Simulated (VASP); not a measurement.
# F (Fm-3m) in VASP: further runs, part 2 of 2

VASP 6.6.1.

### 4 Single point, PBE (volume scaled by 0.58)

File INCAR:

```
PREC     = Accurate       # precision mode
ENCUT    = 520            # plane-wave cutoff, eV
EDIFF    = 1E-6           # SCF threshold, eV
ISMEAR   = -1             # smearing method
SIGMA    = 0.1            # smearing width, eV
LREAL    = F              # projectors in reciprocal space
LASPH    = T              # aspherical terms in the spheres
NELM     = 80             # most SCF steps
ALGO     = Normal         # electronic algorithm
ISIF     = 2              # what is computed and relaxed
LWAVE    = F              # write WAVECAR
LCHARG   = F              # write CHGCAR
GGA      = PE             # functional
NBANDS   = 10             # bands
```

File KPOINTS:

```
Automatic mesh
0
Gamma
  17 17 17
```

File POSCAR:

```
F
1.0
    0.0000000000      1.4394454584      1.4394454584
    1.4394454584      0.0000000000      1.4394454584
    1.4394454584      1.4394454584      0.0000000000
F
1
Direct
    0.0000000000      0.0000000000      0.0000000000
```

Potentials or basis: VASP PAW PBE potentials, release 64 (F).

Launch:

```
$ cat potpaw_PBE.64/F/POTCAR > POTCAR
$ mpirun -np 1 vasp_std > vasp.out
```

OUTCAR:

```text
PREC = Accurate
   ENCUT = 520
   EDIFF = 1E-6
   ISMEAR = -1
   LREAL = F
   LASPH = T
   NELM = 80
   ISIF = 2
   GGA = PE

 ion  position               nearest neighbor table
   1  0.000  0.000  0.000-

  LATTYP: Found a face centered cubic cell.
 ALAT       =     2.8788909168

  Lattice vectors:

 A1 = (   0.0000000000,   1.4394454584,   1.4394454584)
 A2 = (   1.4394454584,   0.0000000000,   1.4394454584)
 A3 = (   1.4394454584,   1.4394454584,   0.0000000000)

Analysis of symmetry for initial positions (statically):
=====================================================================
 Subroutine PRICEL returns:
 Original cell was already a primitive cell.

 Routine SETGRP: Setting up the symmetry group for a
 face centered cubic supercell.

 Subroutine GETGRP returns: Found 48 space group operations
 (whereof 48 operations were pure point group operations)
 out of a pool of 48 trial point group operations.

The static configuration has the point symmetry O_h .

Analysis of symmetry for dynamics (positions and initial velocities):
=====================================================================
 Subroutine PRICEL returns:
 Original cell was already a primitive cell.

 Routine SETGRP: Setting up the symmetry group for a
 face centered cubic supercell.

 Subroutine GETGRP returns: Found 48 space group operations
 (whereof 48 operations were pure point group operations)
 out of a pool of 48 trial point group operations.

The dynamic configuration has the point symmetry O_h .

 Subroutine INISYM returns: Found 48 space group operations
 (whereof 48 operations are pure point group operations),
 and found     1 'primitive' translations

----------------------------------------------------------------------------------------

                                     Primitive cell

  volume of cell :       5.9651

  direct lattice vectors                    reciprocal lattice vectors
     0.000000000  1.439445458  1.439445458    -0.347355988  0.347355988  0.347355988
     1.439445458  0.000000000  1.439445458     0.347355988 -0.347355988  0.347355988
     1.439445458  1.439445458  0.000000000     0.347355988  0.347355988 -0.347355988

  length of vectors
     2.035683290  2.035683290  2.035683290     0.601638220  0.601638220  0.601638220

  position of ions in fractional coordinates (direct lattice)
     0.000000000  0.000000000  0.000000000

  ion indices of the primitive-cell ions
   primitive index   ion index
                 1           1

----------------------------------------------------------------------------------------

 KPOINTS: Automatic mesh

Automatic generation of k-mesh.
 Grid dimensions read from file:
 generate k-points for:   17   17   17

 Generating k-lattice:

  Cartesian coordinates                     Fractional coordinates (reciprocal lattice)
    -0.020432705  0.020432705  0.020432705     0.058823529  0.000000000  0.000000000
     0.020432705 -0.020432705  0.020432705     0.000000000  0.058823529  0.000000000
     0.020432705  0.020432705 -0.020432705     0.000000000  0.000000000  0.058823529

  Length of vectors
     0.035390484  0.035390484  0.035390484

  Shift w.r.t. Gamma in fractional coordinates (k-lattice)
     0.000000000  0.000000000  0.000000000

 Subroutine IBZKPT returns following result:
 ===========================================

 Found    165 irreducible k-points:

 Following reciprocal coordinates:
            Coordinates               Weight
  0.000000  0.000000  0.000000      1.000000
  0.058824  0.000000  0.000000      8.000000
  0.117647  0.000000  0.000000      8.000000
  0.176471  0.000000  0.000000      8.000000
  0.235294  0.000000  0.000000      8.000000
  0.294118  0.000000  0.000000      8.000000
[... 16 lines left out ...]
 -0.176471  0.058824  0.000000     24.000000
 -0.117647  0.058824  0.000000     24.000000
 [... further k-points ...]
   k-points           NKPTS =    165   k-points in BZ     NKDIM =    165   number of bands    NBANDS=     10
   number of dos      NEDOS =    301   number of ions     NIONS =      1
   total plane-waves  NPLWV =   4096
   dimension x,y,z NGX =    16 NGY =   16 NGZ =   16
   dimension x,y,z NGXF=    32 NGYF=   32 NGZF=   32
   ions per type =               1
   NGX,Y,Z   is equivalent  to a cutoff of  13.07, 13.07, 13.07 a.u.
   NGXF,Y,Z  is equivalent  to a cutoff of  26.13, 26.13, 26.13 a.u.
 SYSTEM =  unknown system
   PREC   = accura    normal or accurate (medium, high low for compatibility)
   ISTART =      0    job   : 0-new  1-cont  2-samecut
   ICHARG =      2    charge: 1-file 2-atom 10-const
   ISPIN  =      1    spin polarized calculation?
   LNONCOLLINEAR =      F non collinear calculations
   LSORBIT =      F    spin-orbit coupling
   LASPH  =      T    aspherical Exc in radial PAW
   ENCUT  =  520.0 eV  38.22 Ry    6.18 a.u.   3.79  3.79  3.79*2*pi/ulx,y,z
   NELM   =     80;   NELMIN=  2; NELMDL= -5     # of ELM steps
   EDIFF  = 0.1E-05   stopping-criterion for ELM
   LREAL  =      F    real-space projection
   EDIFFG = 0.1E-04   stopping-criterion for IOM
   NSW    =      0    number of steps for IOM
   IBRION =     -1    ionic relax: 0-MD 1-quasi-New 2-CG
   NFREE  =      0    steps in history (QN), initial steepest desc. (CG)
   ISIF   =      2    stress and relaxation
   ISYM   =      2    0-nonsym 1-usesym 2-fastsym
   POTIM  = 0.5000    time-step for ionic-motion
   TEBEG  =    0.0;   TEEND  =   0.0 temperature during run
   PSTRESS=    0.0 pullay stress
   NELECT =       7.0000    total number of electrons
   NUPDOWN=      -1.0000    fix difference up-down
   EMIN   =  10.00;   EMAX   =-10.00  energy-range for DOS
   EFERMI =   0.00;   METHOD = LEGACY
   ISMEAR =    -1;   SIGMA  =   0.10  broadening in eV -4-tet -1-fermi 0-gaus
   EFERMI_NEDOS =   21; number of points for ismear=-14 and -15
   IALGO  =     38    algorithm
   IMIX   =      4    mixing-type and parameters
     AMIX     =   0.40;   BMIX     =  1.00
     AMIX_MAG =   1.60;   BMIX_MAG =  1.00
  volume/ion in A,a.u.               =       5.97        40.25
  Fermi-wavevector in a.u.,A,eV,Ry     =   1.726775  3.263131 40.569175  2.981750
  Thomas-Fermi vector in A             =   2.802023
   LORBIT       =      0    0 simple, 1 ext, 2 COOP (PROOUT), +10 PAW based schemes
   GGA     = PE    functional components
   LHFCALC =     F    Hartree Fock is set to
   AEXX    =    0.0000 exact exchange contribution
   IVDW    =     0    specifies the selected vdW correction
   LEPSILON=     F    determine dielectric tensor
   LRPA    =     F    only Hartree local field effects (RPA)
 non-spin polarized calculation
  energy-cutoff  :      520.00
  volume of cell :        5.97
 maximum number of plane-waves:       170
   NGX =  7   NGY =  7   NGZ =  7

 number of electron       6.9999991 magnetization

 Free energy of the ion-electron system (eV)
  ---------------------------------------------------
  ext. energy  EPLUGINS =         0.00000000
  ---------------------------------------------------
  free energy    TOTEN  =         0.04329779 eV

  energy without entropy =        0.08291279  energy(sigma->0) =        0.06310529

 E-fermi :   2.8781     XC(G=0): -13.4968

 val. band max:        2.8771266248   @ k =   0.4706   0.1176   0.0000
 cond. band min:       2.8807814706   @ k =  -0.2941   0.2353   0.0588
 fundamental gap:      0.0036548458
 Fermi energy:         2.8781214887

 k-point     1 :       0.0000    0.0000    0.0000
  band No.  band energies     occupation
      1     -23.7228      2.00000
      2       4.0867      0.00001
      3       4.0867      0.00001
      4       4.0867      0.00001
      5      23.5721      0.00000
      6      45.0798      0.00000
      7      45.0798      0.00000
      8      45.0798      0.00000
      9      50.5959      0.00000
     10      59.6718      0.00000
[... 287 lines left out ...]
 k-point    24 :      -0.1176    0.0588    0.0000
  band No.  band energies     occupation
      1     -23.0088      2.00000
      2       2.3213      1.99239
      3       3.6417      0.00097
      4       4.0045      0.00003
      5      24.8883      0.00000
      6      39.3143      0.00000
      7      44.7226      0.00000
      8      46.0877      0.00000
      9      51.9913      0.00000
     10      54.2277      0.00000

 [... further k-points ...]

------------------------ aborting loop because EDIFF is reached ----------------------------------------

  FORCE on cell =-STRESS in cart. coord.  units (eV):
  Direction    XX          YY          ZZ          XY          YZ          ZX
  --------------------------------------------------------------------------------------
  -------------------------------------------------------------------------------------
  Total        4.0838885      4.0838885      4.0838885     -0.0000000      0.0000000      0.0000000
  in kB     1096.9044975   1096.9044975   1096.9044975     -0.0000000      0.0000000      0.0000000
  external PRESSURE =    1096.9044975 kB  Pullay stress =       0.0000000 kB

 VOLUME and BASIS-vectors are now :
 -----------------------------------------------------------------------------
  energy-cutoff  :      520.00
  volume of cell :        5.97
      direct lattice vectors                 reciprocal lattice vectors
     0.000000000  1.439445458  1.439445458    -0.347355988  0.347355988  0.347355988
     1.439445458  0.000000000  1.439445458     0.347355988 -0.347355988  0.347355988
     1.439445458  1.439445458  0.000000000     0.347355988  0.347355988 -0.347355988

 POSITION                                       TOTAL-FORCE (eV/Angst)
 -----------------------------------------------------------------------------------
      0.00000      0.00000      0.00000         0.000000      0.000000      0.000000
 -----------------------------------------------------------------------------------
    total drift:                               -0.000000      0.000000     -0.000000

  FREE ENERGIE OF THE ION-ELECTRON SYSTEM (eV)
  ---------------------------------------------------
  free  energy   TOTEN  =         0.0432977936 eV

  energy  without entropy=        0.0829127883  energy(sigma->0) =        0.06310529
```

Wall time 4.7 s (1 thread of Intel Xeon 6975P-C, shared host); peak memory 0.11 GiB.

Results:

```
Free energy : 0.0433 eV
Pressure    : 109.7 GPa
```

Levels at points of the mesh, in eV from the Fermi level:
```
           k point  band 1  band 2  band 3  band 4  band 5  band 6  band 7  band 8  band 9
(0.00, 0.00, 0.00)  -26.60    1.21    1.21    1.21   20.69   42.20   42.20   42.20   47.72
```

Caveat: an odd number of electrons without spin polarisation forces a metal; a magnetic or distorted state may lie lower.

### 5 Single point, PBE (volume scaled by 0.68)

File INCAR:

```
ALGO     = Normal         # electronic algorithm
EDIFF    = 1E-6           # SCF threshold, eV
ENCUT    = 520            # plane-wave cutoff, eV
GGA      = PE             # functional
ISIF     = 2              # what is computed and relaxed
ISMEAR   = -1             # smearing method
LASPH    = T              # aspherical terms in the spheres
LCHARG   = F              # write CHGCAR
LREAL    = F              # projectors in reciprocal space
LWAVE    = F              # write WAVECAR
NBANDS   = 10             # bands
NELM     = 100            # most SCF steps
PREC     = Accurate       # precision mode
SIGMA    = 0.1            # smearing width, eV
```

File KPOINTS:

```
k-points
0
Gamma
  17 17 17
```

File POSCAR:

```
F
1.0
    0.0000000000      1.5178266953      1.5178266953
    1.5178266953      0.0000000000      1.5178266953
    1.5178266953      1.5178266953      0.0000000000
F
1
Direct
    0.0000000000      0.0000000000      0.0000000000
```

Launch:

```
$ cat potpaw_PBE.64/F/POTCAR > POTCAR
$ mpirun -np 1 vasp_std > vasp.out
```

Run time: 5.5 s. Hardware: 1 thread of Intel Xeon 6975P-C, shared host; peak memory 0.11 GiB.

It converged, with:

```yaml
Free_energy: -0.4564 eV
Pressure: 50.7 GPa
```

Levels at points of the mesh, in eV from the Fermi level:
```
           k point  band 1  band 2  band 3  band 4  band 5  band 6  band 7  band 8  band 9
(0.00, 0.00, 0.00)  -24.67    0.95    0.95    0.95   18.02   39.98   39.98   39.98   44.98
```

Caveat: an odd number of electrons without spin polarisation forces a metal; a magnetic or distorted state may lie lower.

### 6 Single point, PBE (volume scaled by 0.78)

File INCAR:

```
SYSTEM = F
ALGO     = Normal         ! electronic algorithm
EDIFF    = 1E-7           ! SCF threshold, eV
ENCUT    = 520            ! plane-wave cutoff, eV
GGA      = PE             ! functional
ISIF     = 2              ! what is computed and relaxed
ISMEAR   = -1             ! smearing method
LASPH    = .True.         ! aspherical terms in the spheres
LCHARG   = .True.         ! write CHGCAR
LELF     = .True.         ! ELF
LREAL    = .False.        ! projectors in reciprocal space
LVHAR    = .True.       
LWAVE    = .False.        ! write WAVECAR
NBANDS   = 10             ! bands
NELM     = 100            ! most SCF steps
PREC     = Accurate       ! precision mode
SIGMA    = 0.1            ! smearing width, eV
```

File KPOINTS:

```
k-points
0
Gamma
  17 17 17
  0 0 0
```

File POSCAR:

```
F
1.0
    0.0000000000      1.5888543361      1.5888543361
    1.5888543361      0.0000000000      1.5888543361
    1.5888543361      1.5888543361      0.0000000000
F
1
Direct
    0.0000000000      0.0000000000      0.0000000000
```

Potentials or basis: VASP PAW PBE potentials, release 64 (F).

Launch:

```
$ cat potpaw_PBE.64/F/POTCAR > POTCAR
$ mpirun -np 1 vasp_std > vasp.out
```

OUTCAR:

```text
SYSTEM = F
   EDIFF = 1E-7
   ENCUT = 520
   GGA = PE
   ISIF = 2
   ISMEAR = -1
   LASPH = .True.
   LREAL = .False.
   NELM = 100
   PREC = Accurate

 ion  position               nearest neighbor table
   1  0.000  0.000  0.000-

  LATTYP: Found a face centered cubic cell.
 ALAT       =     3.1777086722

  Lattice vectors:

 A1 = (   0.0000000000,   1.5888543361,   1.5888543361)
 A2 = (   1.5888543361,   0.0000000000,   1.5888543361)
 A3 = (   1.5888543361,   1.5888543361,   0.0000000000)

Analysis of symmetry for initial positions (statically):
=====================================================================
 Subroutine PRICEL returns:
 Original cell was already a primitive cell.

 Routine SETGRP: Setting up the symmetry group for a
 face centered cubic supercell.

 Subroutine GETGRP returns: Found 48 space group operations
 (whereof 48 operations were pure point group operations)
 out of a pool of 48 trial point group operations.

The static configuration has the point symmetry O_h .

[... 161 lines left out ...]
 cond. band min:      -1.1454682610   @ k =  -0.2941   0.2353   0.0588
 fundamental gap:      0.0057519533
 Fermi energy:        -1.1485116479

 k-point     1 :       0.0000    0.0000    0.0000
  band No.  band energies     occupation
      1     -24.4764      2.00000
      2      -0.3778      0.00090
      3      -0.3778      0.00090
      4      -0.3778      0.00090
      5      15.0124      0.00000
      6      36.9893      0.00000
      7      36.9893      0.00000
      8      36.9893      0.00000
      9      41.5768      0.00000
     10      48.8877      0.00000
[... 287 lines left out ...]
 k-point    24 :      -0.1176    0.0588    0.0000
  band No.  band energies     occupation
      1     -24.0347      2.00000
      2      -1.6439      1.98598
      3      -0.6549      0.01427
      4      -0.4340      0.00158
      5      16.2664      0.00000
      6      32.0331      0.00000
      7      36.4322      0.00000
      8      37.7980      0.00000
      9      42.6395      0.00000
     10      44.3379      0.00000

 [... further k-points ...]

------------------------ aborting loop because EDIFF is reached ----------------------------------------

  FORCE on cell =-STRESS in cart. coord.  units (eV):
  Direction    XX          YY          ZZ          XY          YZ          ZX
  --------------------------------------------------------------------------------------
  -------------------------------------------------------------------------------------
  Total        1.1121240      1.1121240      1.1121240     -0.0000000     -0.0000000      0.0000000
  in kB      222.1168696    222.1168696    222.1168696     -0.0000000     -0.0000000      0.0000000
  external PRESSURE =     222.1168696 kB  Pullay stress =       0.0000000 kB

 VOLUME and BASIS-vectors are now :
 -----------------------------------------------------------------------------
  energy-cutoff  :      520.00
  volume of cell :        8.02
      direct lattice vectors                 reciprocal lattice vectors
     0.000000000  1.588854336  1.588854336    -0.314692158  0.314692158  0.314692158
     1.588854336  0.000000000  1.588854336     0.314692158 -0.314692158  0.314692158
     1.588854336  1.588854336  0.000000000     0.314692158  0.314692158 -0.314692158

 POSITION                                       TOTAL-FORCE (eV/Angst)
 -----------------------------------------------------------------------------------
      0.00000      0.00000      0.00000         0.000000      0.000000      0.000000
 -----------------------------------------------------------------------------------
    total drift:                                0.000000     -0.000000     -0.000000

  FREE ENERGIE OF THE ION-ELECTRON SYSTEM (eV)
  ---------------------------------------------------
  free  energy   TOTEN  =        -0.6869117030 eV

  energy  without entropy=       -0.6256513516  energy(sigma->0) =       -0.65628153
```

OSZICAR:

```text
N       E                     dE             d eps       ncg     rms          rms(c)
DAV:   1     0.142780680158E+02    0.14278E+02   -0.39511E+03  3570   0.630E+02
DAV:   2    -0.574265731652E+00   -0.14852E+02   -0.14406E+02  3832   0.124E+02
DAV:   3    -0.688126208869E+00   -0.11386E+00   -0.11340E+00  3842   0.886E+00
DAV:   4    -0.688207787738E+00   -0.81579E-04   -0.81577E-04  3588   0.306E-01
DAV:   5    -0.688207878613E+00   -0.90875E-07   -0.90776E-07  3770   0.930E-03    0.377E-01
DAV:   6    -0.686676642209E+00    0.15312E-02   -0.55247E-03  3592   0.597E-01    0.136E-01
DAV:   7    -0.686815527596E+00   -0.13889E-03   -0.82216E-04  3662   0.245E-01    0.488E-02
DAV:   8    -0.686910850168E+00   -0.95323E-04   -0.66893E-05  3656   0.672E-02    0.422E-03
DAV:   9    -0.686911676094E+00   -0.82593E-06   -0.26726E-07  3766   0.518E-03    0.185E-03
DAV:  10    -0.686911702984E+00   -0.26890E-07   -0.12174E-07  3688   0.306E-03
   1 F= -.68691170E+00 E0= -.65628153E+00  d E =-.612604E-01
```

stdout:

```text
POSCAR found type information on POSCAR F
 POSCAR found :  1 types and       1 ions
 scaLAPACK will be used
 LDA part: xc-table for (Slater+PW92), standard interpolation
 POSCAR, INCAR and KPOINTS ok, starting setup
 FFT: planning ... GRIDC
 FFT: planning ... GRID_SOFT
 FFT: planning ... GRID
 WAVECAR not read
 entering main loop
```

Run time: 9.7 s. Hardware: 1 thread of Intel Xeon 6975P-C, shared host; peak memory 0.12 GiB.

Results:

| Item | Value |
| --- | --- |
| Free energy | -0.6869 eV |
| Pressure | 22.2 GPa |

Levels at points of the mesh, in eV from the Fermi level:
```csv
k point,band 1,band 2,band 3,band 4,band 5,band 6,band 7,band 8,band 9
"(0.00, 0.00, 0.00)",-23.33,0.77,0.77,0.77,16.16,38.14,38.14,38.14,42.73
```

Caveat: an odd number of electrons without spin polarisation forces a metal; a magnetic or distorted state may lie lower.

### 7 Overview

```tsv
cell	gap on the mesh (eV)	pressure (GPa)
a = 1.937 Å, angles 60.0°, 1 atom	none	203.8
a = 2.036 Å, angles 60.0°, 1 atom	none	109.7
a = 2.147 Å, angles 60.0°, 1 atom	none	50.7
a = 2.247 Å, angles 60.0°, 1 atom	none	22.2
```

Alike in all rows: task single point; level PBE; potentials or basis VASP PAW PBE potentials, release 64 (F); no spin polarisation; k mesh 17 × 17 × 17; cutoff (eV) 520; smearing fermi-dirac 0.1 eV.

Caveats: an odd number of electrons without spin polarisation forces a metal; a magnetic or distorted state may lie lower.

Absolute energies hang on the potentials; compare differences alone.
